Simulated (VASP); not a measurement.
# TePb in VASP: notebook, part 2 of 2

VASP 6.6.1.

## Step 4: Single point, PBE (strain +2.0%)

INCAR reads:

```
ALGO = Normal
EDIFF = 1E-6
ENCUT = 520
GGA = PE
ISIF = 2
ISMEAR = 0
LASPH = True
LCHARG = True
LELF = True
LREAL = False
LVHAR = True
LWAVE = False
NBANDS = 17
NELM = 80
PREC = Accurate
SIGMA = 0.01
```

KPOINTS reads:

```
k-points
0
Gamma
  4 4 4
```

POSCAR reads:

```
TePb
1.0
    0.0000000000      3.3331935890      3.3331935890
    3.3331935890      0.0000000000      3.3331935890
    3.3331935890      3.3331935890      0.0000000000
Pb Te
1 1
Direct
    0.0000000000      0.0000000000      0.0000000000
    0.5000000000      0.5000000000      0.5000000000
```

Potentials or basis: VASP PAW PBE potentials, release 64 (Pb_d, Te).

On the command line:

```console
$ cat potpaw_PBE.64/Pb_d/POTCAR potpaw_PBE.64/Te/POTCAR > POTCAR
$ mpirun -np 1 vasp_std > vasp.out
```

OUTCAR:

```text
EDIFF = 1E-6
   ENCUT = 520
   GGA = PE
   ISIF = 2
   ISMEAR = 0
   LASPH = True
   LREAL = False
   NELM = 80
   PREC = Accurate

 ion  position               nearest neighbor table
   1  0.000  0.000  0.000-   2 3.33   2 3.33   2 3.33   2 3.33   2 3.33   2 3.33
   2  0.500  0.500  0.500-   1 3.33   1 3.33   1 3.33   1 3.33   1 3.33   1 3.33

  LATTYP: Found a face centered cubic cell.
 ALAT       =     6.6663871780

  Lattice vectors:

 A1 = (   0.0000000000,   3.3331935890,   3.3331935890)
 A2 = (   3.3331935890,   0.0000000000,   3.3331935890)
 A3 = (   3.3331935890,   3.3331935890,   0.0000000000)

Analysis of symmetry for initial positions (statically):
=====================================================================
 Subroutine PRICEL returns:
 Original cell was already a primitive cell.

 Routine SETGRP: Setting up the symmetry group for a
 face centered cubic supercell.

 Subroutine GETGRP returns: Found 48 space group operations
 (whereof 48 operations were pure point group operations)
 out of a pool of 48 trial point group operations.

The static configuration has the point symmetry O_h .

Analysis of symmetry for dynamics (positions and initial velocities):
[... 143 lines left out ...]

 val. band max:        4.4651031483   @ k =   0.5000   0.0000   0.0000
 cond. band min:       5.3688987376   @ k =   0.5000   0.0000   0.0000
 fundamental gap:      0.9037955893
 Fermi energy:         4.5212624195

 k-point     1 :       0.0000    0.0000    0.0000
  band No.  band energies     occupation
      1     -12.1321      2.00000
      2     -12.1321      2.00000
      3     -12.1290      2.00000
      4     -12.1290      2.00000
      5     -12.1290      2.00000
      6      -6.8171      2.00000
[... 137 lines left out ...]
      4     -12.1238      2.00000
      5     -12.1116      2.00000
      6      -5.3176      2.00000
[... 9 lines left out ...]
     16      15.1300      0.00000
     17      15.2176      0.00000

------------------------ aborting loop because EDIFF is reached ----------------------------------------

  FORCE on cell =-STRESS in cart. coord.  units (eV):
  Direction    XX          YY          ZZ          XY          YZ          ZX
  --------------------------------------------------------------------------------------
  -------------------------------------------------------------------------------------
  Total       -0.7337998     -0.7337998     -0.7337998      0.0000000     -0.0000000     -0.0000000
  in kB      -15.8736405    -15.8736405    -15.8736405      0.0000000     -0.0000000     -0.0000000
  external PRESSURE =     -15.8736405 kB  Pullay stress =       0.0000000 kB

 VOLUME and BASIS-vectors are now :
 -----------------------------------------------------------------------------
  energy-cutoff  :      520.00
  volume of cell :       74.06
      direct lattice vectors                 reciprocal lattice vectors
     0.000000000  3.333193589  3.333193589    -0.150006289  0.150006289  0.150006289
     3.333193589  0.000000000  3.333193589     0.150006289 -0.150006289  0.150006289
     3.333193589  3.333193589  0.000000000     0.150006289  0.150006289 -0.150006289

 POSITION                                       TOTAL-FORCE (eV/Angst)
 -----------------------------------------------------------------------------------
      0.00000      0.00000      0.00000         0.000000      0.000000     -0.000000
      3.33319      3.33319      3.33319         0.000000      0.000000      0.000000
 -----------------------------------------------------------------------------------
    total drift:                               -0.000000      0.000000      0.000000

  FREE ENERGIE OF THE ION-ELECTRON SYSTEM (eV)
  ---------------------------------------------------
  free  energy   TOTEN  =        -7.4995420156 eV

  energy  without entropy=       -7.4995420156  energy(sigma->0) =       -7.49954202
```

OSZICAR:

```text
N       E                     dE             d eps       ncg     rms          rms(c)
DAV:   1     0.157924505564E+03    0.15792E+03   -0.91557E+03   272   0.111E+03
DAV:   2     0.412807046783E+01   -0.15380E+03   -0.14897E+03   282   0.294E+02
DAV:   3    -0.735544581854E+01   -0.11484E+02   -0.11436E+02   362   0.870E+01
DAV:   4    -0.766100847419E+01   -0.30556E+00   -0.30547E+00   367   0.161E+01
DAV:   5    -0.767074328496E+01   -0.97348E-02   -0.97346E-02   389   0.239E+00    0.280E+00
DAV:   6    -0.750158765416E+01    0.16916E+00   -0.40014E-01   389   0.397E+00    0.164E+00
DAV:   7    -0.749721127270E+01    0.43764E-02   -0.97769E-02   350   0.139E+00    0.905E-01
DAV:   8    -0.749993978250E+01   -0.27285E-02   -0.12980E-02   322   0.115E+00    0.218E-01
DAV:   9    -0.749945948514E+01    0.48030E-03   -0.20495E-03   366   0.442E-01    0.505E-02
DAV:  10    -0.749953541934E+01   -0.75934E-04   -0.17918E-04   334   0.702E-02    0.232E-02
DAV:  11    -0.749954155247E+01   -0.61331E-05   -0.19920E-05   365   0.297E-02    0.308E-03
DAV:  12    -0.749954201560E+01   -0.46313E-06   -0.23549E-06   330   0.165E-02
   1 F= -.74995420E+01 E0= -.74995420E+01  d E =-.708352E-17
```

stdout:

```text
POSCAR found type information on POSCAR PbTe
 POSCAR found :  2 types and       2 ions
 scaLAPACK will be used
 LDA part: xc-table for (Slater+PW92), standard interpolation
 POSCAR, INCAR and KPOINTS ok, starting setup
 FFT: planning ... GRIDC
 FFT: planning ... GRID_SOFT
 FFT: planning ... GRID
 WAVECAR not read
 entering main loop
```

Run time: 11 s. Hardware: 1 thread of Intel Xeon Platinum 8488C (Sapphire Rapids), shared host; peak memory 0.2 GiB.

What came out:

| Property | Result |
| --- | --- |
| Free energy | -7.4995 eV |
| Pressure | -1.6 GPa |
| Band gap on the k mesh | 0.90 eV, direct |

Caveat: the cell differs from its parent crystal (strain +2.0%); spin-orbit coupling is left out, which moves the levels of the heavy elements.

## Step 5: Single point, PBE (uniaxial x strain -2.0%)

INCAR reads:

```
ALGO     = Normal         # electronic algorithm
EDIFF    = 1E-6           # SCF threshold, eV
ENCUT    = 520            # plane-wave cutoff, eV
GGA      = PE             # functional
ISIF     = 2              # what is computed and relaxed
ISMEAR   = 0              # smearing method
LASPH    = T              # aspherical terms in the spheres
LCHARG   = F              # write CHGCAR
LREAL    = F              # projectors in reciprocal space
LWAVE    = F              # write WAVECAR
NBANDS   = 17             # bands
NELM     = 100            # most SCF steps
PREC     = Accurate       # precision mode
SIGMA    = 0.01           # smearing width, eV
```

KPOINTS is that of step 4.

POSCAR reads:

```
TePb
1.0
    0.0000000000      3.2678368520      3.2678368520
    3.2024801150      0.0000000000      3.2678368520
    3.2024801150      3.2678368520      0.0000000000
Pb Te
1 1
Direct
    0.0000000000      0.0000000000      0.0000000000
    0.5000000000      0.5000000000      0.5000000000
```

Potentials or basis: VASP PAW PBE potentials, release 64 (Pb_d, Te).

On the command line:

```console
$ cat potpaw_PBE.64/Pb_d/POTCAR potpaw_PBE.64/Te/POTCAR > POTCAR
$ mpirun -np 1 vasp_std > vasp.out
```

OUTCAR:

```text
EDIFF = 1E-6
   ENCUT = 520
   GGA = PE
   ISIF = 2
   ISMEAR = 0
   LASPH = T
   LREAL = F
   NELM = 100
   PREC = Accurate

 ion  position               nearest neighbor table
   1  0.000  0.000  0.000-   2 3.20   2 3.20   2 3.27   2 3.27   2 3.27   2 3.27
   2  0.500  0.500  0.500-   1 3.20   1 3.20   1 3.27   1 3.27   1 3.27   1 3.27

  LATTYP: Found a body centered tetragonal cell.
 ALAT       =     4.6214191957
 C/A-ratio  =     1.3859292911

  Lattice vectors:

 A1 = (  -3.2024801150,   0.0000000000,  -3.2678368520)
 A2 = (  -3.2024801150,   0.0000000000,   3.2678368520)
 A3 = (   3.2024801150,   3.2678368520,   0.0000000000)

Analysis of symmetry for initial positions (statically):
=====================================================================
 Subroutine PRICEL returns:
 Original cell was already a primitive cell.

 Routine SETGRP: Setting up the symmetry group for a
 body centered tetragonal supercell.

 Subroutine GETGRP returns: Found 16 space group operations
 (whereof 16 operations were pure point group operations)
 out of a pool of 16 trial point group operations.

The static configuration has the point symmetry D_4h.

[... 147 lines left out ...]
  energy without entropy =       -7.49691125  energy(sigma->0) =       -7.49691125

 E-fermi :   5.4982     XC(G=0):  -9.2412

 val. band max:        5.4544720014   @ k =   0.5000  -0.0000  -0.0000
 cond. band min:       6.1971520082   @ k =   0.5000  -0.0000  -0.0000
 fundamental gap:      0.7426800068
 Fermi energy:         5.4982059356

 k-point     1 :       0.0000    0.0000    0.0000
  band No.  band energies     occupation
      1     -11.2634      2.00000
      2     -11.2568      2.00000
      3     -11.2547      2.00000
      4     -11.2496      2.00000
      5     -11.2496      2.00000
      6      -6.4622      2.00000
[... 237 lines left out ...]
      4     -11.2240      2.00000
      5     -11.2240      2.00000
      6      -4.7368      2.00000
[... 9 lines left out ...]
     16      16.2408      0.00000
     17      16.3482      0.00000

------------------------ aborting loop because EDIFF is reached ----------------------------------------

  FORCE on cell =-STRESS in cart. coord.  units (eV):
  Direction    XX          YY          ZZ          XY          YZ          ZX
  --------------------------------------------------------------------------------------
  -------------------------------------------------------------------------------------
  Total        1.3911905      0.2593575      0.2593575     -0.0000000      0.0000000      0.0000000
  in kB       32.5881725      6.0753624      6.0753624     -0.0000000      0.0000000      0.0000000
  external PRESSURE =      14.9129657 kB  Pullay stress =       0.0000000 kB

 VOLUME and BASIS-vectors are now :
 -----------------------------------------------------------------------------
  energy-cutoff  :      520.00
  volume of cell :       68.40
      direct lattice vectors                 reciprocal lattice vectors
     0.000000000  3.267836852  3.267836852    -0.156128994  0.153006415  0.153006415
     3.202480115  0.000000000  3.267836852     0.156128994 -0.153006415  0.153006415
     3.202480115  3.267836852  0.000000000     0.156128994  0.153006415 -0.153006415

 POSITION                                       TOTAL-FORCE (eV/Angst)
 -----------------------------------------------------------------------------------
      0.00000      0.00000      0.00000        -0.000000      0.000000     -0.000000
      3.20248      3.26784      3.26784         0.000000     -0.000000      0.000000
 -----------------------------------------------------------------------------------
    total drift:                               -0.000000      0.000000      0.000000

  FREE ENERGIE OF THE ION-ELECTRON SYSTEM (eV)
  ---------------------------------------------------
  free  energy   TOTEN  =        -7.4969112473 eV

  energy  without entropy=       -7.4969112473  energy(sigma->0) =       -7.49691125
```

It took 14 s on 1 thread of Intel Xeon Platinum 8488C (Sapphire Rapids), shared host; peak memory 0.2 GiB.

Results:

```
Free energy            : -7.4969 eV
Pressure               : 1.5 GPa
Band gap on the k mesh : 0.74 eV, direct
```

Caveat: the cell differs from its parent crystal (uniaxial x strain -2.0%); spin-orbit coupling is left out, which moves the levels of the heavy elements. A k mesh can miss the band edges.

## Step 6: Single point, PBE (strain along [111] +2.0%)

INCAR reads:

```
PREC = Accurate ; ENCUT = 520
EDIFF = 1E-6 ; ISMEAR = 0
SIGMA = 0.01 ; LREAL = F
LASPH = T ; NELM = 80
ALGO = Normal ; ISIF = 2
LWAVE = F ; LCHARG = T
GGA = PE ; LELF = T
LVHAR = T ; NBANDS = 17
```

KPOINTS reads:

```
Automatic mesh
0
Gamma
  4 4 4
```

POSCAR reads:

```
TePb
1.0
    0.0435711580      3.3114080100      3.3114080100
    3.3114080100      0.0435711580      3.3114080100
    3.3114080100      3.3114080100      0.0435711580
Pb Te
1 1
Direct
    0.0000000000      0.0000000000      0.0000000000
    0.5000000000      0.5000000000      0.5000000000
```

Potentials or basis: VASP PAW PBE potentials, release 64 (Pb_d, Te).

On the command line:

```console
$ cat potpaw_PBE.64/Pb_d/POTCAR potpaw_PBE.64/Te/POTCAR > POTCAR
$ mpirun -np 1 vasp_std > vasp.out
```

Run time: 15 s. Hardware: 1 thread of Intel Xeon Platinum 8488C (Sapphire Rapids), shared host; peak memory 0.2 GiB.

The run converged. Its results:

* Free energy: -7.5136 eV
* Pressure: -0.2 GPa
* Band gap on the k mesh: 0.72 eV, indirect (least direct gap 0.82 eV)

Stress tensor (GPa, compression positive):
```
-0.22 -0.21 -0.21
-0.21 -0.22 -0.21
-0.21 -0.21 -0.22
```

Levels at points of the mesh, in eV from the valence-band top:
```tsv
k point	band 7	band 8	band 9	band 10	band 11	band 12	band 13	band 14
(0.00, 0.00, 0.00)	-5.80	-1.32	-1.16	-1.16	3.93	3.93	3.98	5.70
(0.50, 0.00, 0.00)	-8.38	-0.84	-0.78	-0.10	0.72	1.28	1.34	8.26
(0.50, 0.50, 0.00)	-7.29	-4.15	-2.62	-2.50	3.45	5.18	5.23	6.33
(0.50, 0.50, 0.50)	-8.43	-0.74	-0.74	0.00	0.85	1.41	1.41	8.20
```

Caveat: the cell differs from its parent crystal (strain along [111] +2.0%); spin-orbit coupling is left out, which moves the levels of the heavy elements.

## Step 7: The runs side by side

```csv
level,cell,k mesh,gap on the mesh (eV),pressure (GPa)
r2SCAN,"a = 4.683 Å, angles 59.1°, 2 atoms",8 × 8 × 8,1.00,-0.8
PBE,"a = 4.621 Å, angles 60.0°, 2 atoms",4 × 4 × 4,0.80,0.6
PBE,"a = 4.714 Å, angles 60.0°, 2 atoms",4 × 4 × 4,0.90,-1.6
PBE,"a = 4.621, b = 4.575, c = 4.575 Å, angles 60.7, 59.7, 59.7°, 2 atoms",4 × 4 × 4,0.74,1.5
PBE,"a = 4.683 Å, angles 59.1°, 2 atoms",4 × 4 × 4,0.72,-0.2
```

Alike in all rows: task single point; potentials or basis VASP PAW PBE potentials, release 64 (Pb_d, Te); no spin polarisation; cutoff (eV) 520; smearing gaussian 0.01 eV.

Caveats: spin-orbit coupling is left out, which moves the levels of the heavy elements; the PAW data sets were made with another functional, which shifts forces and pressure a little (some runs).

Total energies depend on the potentials used, so only differences within one code and one set of settings carry meaning.
